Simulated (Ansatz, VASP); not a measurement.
# BP in VASP and in Ansatz

```
B P
1.0
     0.00000    2.31267    2.31267
     2.31267    0.00000    2.31267
     2.31267    2.31267    0.00000
B P
1 1
Direct
  0.00000 0.00000 0.00000
  0.25000 0.25000 0.25000
```

Alike in both runs: task relaxation of the atoms; functional r2SCAN; k mesh 10 × 10 × 10; occupations fermi-dirac, width 0.02 eV; no spin polarisation.

|  | VASP | Ansatz |
| --- | --- | --- |
| version | VASP 6.6.1 | Ansatz 0.2.0 |
| potentials or method | VASP PAW PBE potentials, release 64 (B, P), cutoff 520 eV | PAW plane waves |
| valence electrons in the cell | 8 | 8 |

Ansatz gave:

```
gap on the k mesh at the Fermi level, each at its own relaxed structure (eV) : 1.49
```

**Question.** What did VASP give for the same quantities?

**Answer.** gap on the k mesh at the Fermi level, each at its own relaxed structure (eV): 1.52.

VASP's potentials were made for PBE, not for r2SCAN. Ansatz's warnings: stress scf threshold loose.

Noted on VASP's run: the relaxation stopped at its first step, so nothing moved.
